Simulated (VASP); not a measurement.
# MoS2 (Pm) in VASP: single point with PBE

Aim: the single point of MoS2 with PBE.

All numbers are computed with VASP 6.6.1; they aren't measurements. Logs are shortened: lines on timing, memory, paths and dates and some standing lists are left out, and cuts for length are marked.

### Step 1. The cell of the first run

It takes space group Pm (No. 6, monoclinic). Conventional cell: a = 3.186 Å, b = 14.510 Å, c = 3.186 Å, α = 90.00°, β = 120.00°, γ = 90.00°. Mo (site symmetry m) has 6 S at 2.36 to 2.47 Å and 6 Mo at 3.19 Å within 3.2 Å. Mo (site symmetry m) has 6 S at 2.41 Å and 6 Mo at 3.19 Å within 3.2 Å. Within 3.2 Å of S (site symmetry 1) lie 3 Mo at 2.41 Å and 7 S at 3.13 to 3.19 Å. S (site symmetry 1) has 3 Mo at 2.36 to 2.47 Å and 7 S at 3.13 to 3.19 Å within 3.2 Å.

### Step 2. Single point, PBE (atom 1 (Mo) moved +0.080 Å towards its neighbour atom 1 (Mo) at 3.186 Å)

Input file INCAR:

```
  PREC = Accurate
  ENCUT = 520
  EDIFF = 1E-7
  ISMEAR = 0
  SIGMA = 0.05
  LREAL = False
  LASPH = True
  NELM = 80
  ALGO = Normal
  ISIF = 2
  LWAVE = False
  LCHARG = True
  GGA = PE
  LELF = True
  LVHAR = True
  NBANDS = 35
```

Input file KPOINTS:

```
Automatic mesh
0
Gamma
  12 12 2
```

Input file POSCAR:

```
MoS2
1.0
    3.1855822578      0.0000000000      0.0000000000
   -1.5927911289      2.7587951611      0.0000000000
    0.0000000000      0.0000000000     14.5104515858
Mo S
2 4
Direct
    0.3082201849      0.6415535183      0.2500000000
    0.6666666667      0.3333333333      0.7500000000
    0.3333333333      0.6666666667      0.6423151295
    0.6666666667      0.3333333333      0.1423151295
    0.3333333333      0.6666666667      0.8576848705
    0.6666666667      0.3333333333      0.3576848705
```

Potentials or basis: VASP PAW PBE potentials, release 64 (Mo_sv, S).

On the command line:

```
$ cat potpaw_PBE.64/Mo_sv/POTCAR potpaw_PBE.64/S/POTCAR > POTCAR
$ mpirun -np 1 vasp_std > vasp.out
```

OUTCAR:

```text
PREC = Accurate
   ENCUT = 520
   EDIFF = 1E-7
   ISMEAR = 0
   LREAL = False
   LASPH = True
   NELM = 80
   ISIF = 2
   GGA = PE

 ion  position               nearest neighbor table
   1  0.308  0.642  0.250-   4 2.36   6 2.36   4 2.41   6 2.41   4 2.47   6 2.47
   2  0.667  0.333  0.750-   3 2.41   5 2.41   3 2.41   5 2.41   3 2.41   5 2.41
   3  0.333  0.667  0.642-   2 2.41   2 2.41   2 2.41
   4  0.667  0.333  0.142-   1 2.36   1 2.41   1 2.47
   5  0.333  0.667  0.858-   2 2.41   2 2.41   2 2.41
   6  0.667  0.333  0.358-   1 2.36   1 2.41   1 2.47

  LATTYP: Found a hexagonal cell.
 ALAT       =     3.1855822578
 C/A-ratio  =     4.5550390514

  Lattice vectors:

 A1 = (   3.1855822578,   0.0000000000,   0.0000000000)
 A2 = (  -1.5927911289,   2.7587951611,   0.0000000000)
 A3 = (   0.0000000000,   0.0000000000,  14.5104515858)

Analysis of symmetry for initial positions (statically):
=====================================================================
 Subroutine PRICEL returns:
 Original cell was already a primitive cell.

 Routine SETGRP: Setting up the symmetry group for a
 hexagonal supercell.

 Subroutine GETGRP returns: Found  2 space group operations
 (whereof  1 operations were pure point group operations)
 out of a pool of 24 trial point group operations.

The static configuration has the point symmetry C_1 .
 The point group associated with its full space group is C_1h.

Analysis of symmetry for dynamics (positions and initial velocities):
=====================================================================
 Subroutine PRICEL returns:
 Original cell was already a primitive cell.

 Routine SETGRP: Setting up the symmetry group for a
 hexagonal supercell.

 Subroutine GETGRP returns: Found  2 space group operations
 (whereof  1 operations were pure point group operations)
 out of a pool of 24 trial point group operations.

The dynamic configuration has the point symmetry C_1 .
 The point group associated with its full space group is C_1h.

 Subroutine INISYM returns: Found  2 space group operations
 (whereof  1 operations are pure point group operations),
 and found     1 'primitive' translations

[... 95 lines left out ...]
   ICHARG =      2    charge: 1-file 2-atom 10-const
   ISPIN  =      1    spin polarized calculation?
   LNONCOLLINEAR =      F non collinear calculations
   LSORBIT =      F    spin-orbit coupling
   LASPH  =      T    aspherical Exc in radial PAW
   ENCUT  =  520.0 eV  38.22 Ry    6.18 a.u.   5.92  5.92 26.98*2*pi/ulx,y,z
   NELM   =     80;   NELMIN=  2; NELMDL= -5     # of ELM steps
   EDIFF  = 0.1E-06   stopping-criterion for ELM
   LREAL  =      F    real-space projection
   EDIFFG = 0.1E-05   stopping-criterion for IOM
   NSW    =      0    number of steps for IOM
   IBRION =     -1    ionic relax: 0-MD 1-quasi-New 2-CG
   NFREE  =      0    steps in history (QN), initial steepest desc. (CG)
   ISIF   =      2    stress and relaxation
   ISYM   =      2    0-nonsym 1-usesym 2-fastsym
   POTIM  = 0.5000    time-step for ionic-motion
   TEBEG  =    0.0;   TEEND  =   0.0 temperature during run
   PSTRESS=    0.0 pullay stress
   NELECT =      52.0000    total number of electrons
   NUPDOWN=      -1.0000    fix difference up-down
   EMIN   =  10.00;   EMAX   =-10.00  energy-range for DOS
   EFERMI =   0.00;   METHOD = LEGACY
   ISMEAR =     0;   SIGMA  =   0.05  broadening in eV -4-tet -1-fermi 0-gaus
   EFERMI_NEDOS =   21; number of points for ismear=-14 and -15
   IALGO  =     38    algorithm
   IMIX   =      4    mixing-type and parameters
     AMIX     =   0.40;   BMIX     =  1.00
     AMIX_MAG =   1.60;   BMIX_MAG =  1.00
  volume/ion in A,a.u.               =      21.25       143.43
  Fermi-wavevector in a.u.,A,eV,Ry     =   1.213984  2.294097 20.051675  1.473757
  Thomas-Fermi vector in A             =   2.349418
   LORBIT       =      0    0 simple, 1 ext, 2 COOP (PROOUT), +10 PAW based schemes
   GGA     = PE    functional components
   LHFCALC =     F    Hartree Fock is set to
   AEXX    =    0.0000 exact exchange contribution
   IVDW    =     0    specifies the selected vdW correction
   LEPSILON=     F    determine dielectric tensor
   LRPA    =     F    only Hartree local field effects (RPA)
 non-spin polarized calculation
 Gauss-broadening in eV      SIGMA  =   0.05
  energy-cutoff  :      520.00
  volume of cell :      127.52
 maximum number of plane-waves:      3466
   NGX = 11   NGY = 11   NGZ = 53

 number of electron      52.0000003 magnetization

 Free energy of the ion-electron system (eV)
  ---------------------------------------------------
  ext. energy  EPLUGINS =         0.00000000
  ---------------------------------------------------
  free energy    TOTEN  =       -43.65253902 eV

  energy without entropy =      -43.65253902  energy(sigma->0) =      -43.65253902

 E-fermi :   5.3595     XC(G=0):  -9.5836

 val. band max:        5.0303373619   @ k =   0.0000   0.0000   0.0000
 cond. band min:       6.4556899232   @ k =   0.3333   0.3333   0.0000
 fundamental gap:      1.4253525613
 Fermi energy:         5.3594958762

 k-point     1 :       0.0000    0.0000    0.0000
  band No.  band energies     occupation
      1     -56.0762      2.00000
      2     -56.0711      2.00000
      3     -30.2142      2.00000
      4     -30.2134      2.00000
      5     -30.0162      2.00000
      6     -30.0122      2.00000
[... 901 lines left out ...]
     34       8.7038      0.00000
     35      12.0572      0.00000

 [... further k-points ...]
[... 5 lines left out ...]
  --------------------------------------------------------------------------------------
  -------------------------------------------------------------------------------------
  Total        0.4186414     -0.4261888      0.1152276      0.2280891      0.0000000      0.0000000
  in kB        5.2597308     -5.3545548      1.4476981      2.8656676      0.0000000      0.0000000
  external PRESSURE =       0.4509580 kB  Pullay stress =       0.0000000 kB

 VOLUME and BASIS-vectors are now :
 -----------------------------------------------------------------------------
  energy-cutoff  :      520.00
  volume of cell :      127.52
      direct lattice vectors                 reciprocal lattice vectors
     3.185582258  0.000000000  0.000000000     0.313914355  0.181238537  0.000000000
    -1.592791129  2.758795161  0.000000000     0.000000000  0.362477075  0.000000000
     0.000000000  0.000000000 14.510451586     0.000000000  0.000000000  0.068915843

 POSITION                                       TOTAL-FORCE (eV/Angst)
 -----------------------------------------------------------------------------------
     -0.04000      1.76991      3.62761         0.801125      1.339245      0.000000
      1.59279      0.91960     10.88284        -0.000083     -0.000171      0.000000
     -0.00000      1.83920      9.32028        -0.000002      0.000020      0.014908
      1.59279      0.91960      2.06506        -0.400519     -0.669557     -0.055915
     -0.00000      1.83920     12.44539        -0.000002      0.000020     -0.014908
      1.59279      0.91960      5.19017        -0.400519     -0.669557      0.055915
 -----------------------------------------------------------------------------------
    total drift:                               -0.000196     -0.000328      0.000000

  FREE ENERGIE OF THE ION-ELECTRON SYSTEM (eV)
  ---------------------------------------------------
  free  energy   TOTEN  =       -43.6525390196 eV

  energy  without entropy=      -43.6525390196  energy(sigma->0) =      -43.65253902
```

OSZICAR:

```text
N       E                     dE             d eps       ncg     rms          rms(c)
DAV:   1     0.436297605714E+03    0.43630E+03   -0.29067E+04 11600   0.138E+03
DAV:   2    -0.227496506649E+02   -0.45905E+03   -0.44418E+03 12575   0.353E+02
DAV:   3    -0.461560358609E+02   -0.23406E+02   -0.22968E+02 12825   0.721E+01
DAV:   4    -0.466854976365E+02   -0.52946E+00   -0.52759E+00 12410   0.110E+01
DAV:   5    -0.466981298318E+02   -0.12632E-01   -0.12630E-01 12366   0.171E+00    0.332E+01
DAV:   6    -0.444844166298E+02    0.22137E+01   -0.13202E+01 11325   0.228E+01    0.125E+01
DAV:   7    -0.440302806985E+02    0.45414E+00   -0.58211E+00 11250   0.149E+01    0.801E+00
DAV:   8    -0.436531621016E+02    0.37712E+00   -0.87581E-01 11377   0.629E+00    0.269E+00
DAV:   9    -0.436598888791E+02   -0.67268E-02   -0.10440E-01 12001   0.156E+00    0.122E+00
DAV:  10    -0.436525783755E+02    0.73105E-02   -0.30924E-02 11367   0.118E+00    0.390E-01
DAV:  11    -0.436526687024E+02   -0.90327E-04   -0.18285E-03 11417   0.233E-01    0.208E-01
DAV:  12    -0.436525105772E+02    0.15813E-03   -0.71207E-04 11484   0.151E-01    0.692E-02
DAV:  13    -0.436525252319E+02   -0.14655E-04   -0.18539E-04 12299   0.634E-02    0.188E-02
DAV:  14    -0.436525359825E+02   -0.10751E-04   -0.16211E-05 11279   0.201E-02    0.102E-02
DAV:  15    -0.436525382621E+02   -0.22796E-05   -0.29730E-06 11246   0.957E-03    0.312E-03
DAV:  16    -0.436525390290E+02   -0.76690E-06   -0.11370E-06 10398   0.579E-03    0.163E-03
DAV:  17    -0.436525390196E+02    0.93996E-08   -0.82533E-08  8848   0.172E-03
   1 F= -.43652539E+02 E0= -.43652539E+02  d E =-.147738E-22
```

Run time: 16 min. Hardware: 1 thread of Intel Xeon 8259CL, shared host; peak memory 0.6 GiB.

Results:

- Free energy: -43.6525 eV
- Pressure: 0.0 GPa
- Largest force: 1.561 eV/Å
- Band gap on the k mesh: 1.43 eV (least direct gap 1.65 eV)

Forces on the atoms (eV/Å):
```
Mo   0.801  1.339  0.000
Mo   0.000  0.000  0.000
S    0.000  0.000  0.015
S   -0.401 -0.670 -0.056
S    0.000  0.000 -0.015
S   -0.401 -0.670  0.056
```

Levels at points of the mesh, in eV from the valence-band top:
| k point | band 22 | band 23 | band 24 | band 25 | band 26 | band 27 | band 28 | band 29 | band 30 | band 31 |
| --- | --- | --- | --- | --- | --- | --- | --- | --- | --- | --- |
| (0.00, 0.00, 0.00) | -1.74 | -1.65 | -1.35 | -0.45 | 0.00 | 2.11 | 2.52 | 2.52 | 2.57 | 2.76 |
| (0.50, 0.00, 0.00) | -2.11 | -1.25 | -1.21 | -0.90 | -0.87 | 1.94 | 2.00 | 2.47 | 2.54 | 3.54 |
| (0.00, 0.50, 0.00) | -1.98 | -1.29 | -1.21 | -0.87 | -0.69 | 2.00 | 2.06 | 2.48 | 2.56 | 3.31 |
| (0.50, 0.50, 0.00) | -2.09 | -1.37 | -1.22 | -0.87 | -0.68 | 1.99 | 2.00 | 2.48 | 2.55 | 3.33 |
| (0.00, 0.00, 0.50) | -1.74 | -1.74 | -1.36 | -0.18 | -0.18 | 2.11 | 2.52 | 2.52 | 2.58 | 2.76 |
| (0.50, 0.00, 0.50) | -2.12 | -1.25 | -1.22 | -0.90 | -0.87 | 1.94 | 2.00 | 2.51 | 2.51 | 3.63 |
| (0.00, 0.50, 0.50) | -1.98 | -1.29 | -1.22 | -0.87 | -0.69 | 2.00 | 2.05 | 2.51 | 2.53 | 3.35 |
| (0.50, 0.50, 0.50) | -2.10 | -1.37 | -1.22 | -0.87 | -0.68 | 1.99 | 2.00 | 2.51 | 2.52 | 3.37 |

Caveat: the cell differs from its parent crystal (atom 1 (Mo) moved +0.080 Å towards its neighbour atom 1 (Mo) at 3.186 Å); this functional lacks dispersion, which binds layers or chains, so the pressure and a relaxed spacing across them are unreliable; forces of over 1 eV/Å act on the atoms, so gaps and moduli don't describe the material at rest. A k mesh can miss the band edges.
